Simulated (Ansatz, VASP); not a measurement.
# Two plane-wave programs on AgPt3

```
Ag Pt
1.0
     3.91322    0.00000    0.00000
     0.00000    3.91322    0.00000
     0.00000    0.00000    3.91322
Ag Pt
1 3
Direct
  0.00000 0.00000 0.00000
  0.00000 0.50000 0.50000
  0.50000 0.00000 0.50000
  0.50000 0.50000 0.00000
```

Alike in both runs: functional LDA; k mesh 12 × 12 × 12; occupations fermi-dirac, width 0.15 eV; no spin polarisation.

Ansatz relaxed the structure, and its values are those at the end. VASP's run is a single point on that final structure, the one shown.

```csv
,VASP,Ansatz
version,VASP 6.6.1,Ansatz 0.2.0
potentials or method,"VASP PAW LDA potentials, release 64 (Ag, Pt), cutoff 520 eV","scalar-relativistic, plane waves, PAW"
valence electrons in the cell,41,73
```

```tsv
	VASP	Ansatz	Ansatz less VASP
gap on the k mesh at the Fermi level (eV)	none	none	-
pressure (GPa)	0.6	0.0	-0.59
```

LDA's correlation is that of Perdew and Zunger in VASP and of Perdew and Wang (1992) in Ansatz. A gap of «none» marks a metal or a gap that the smearing closes. VASP's potentials hold 41 valence electrons a cell and Ansatz's 73, so a difference there can come from the potentials and not from the codes.

Spin-orbit coupling is off throughout.
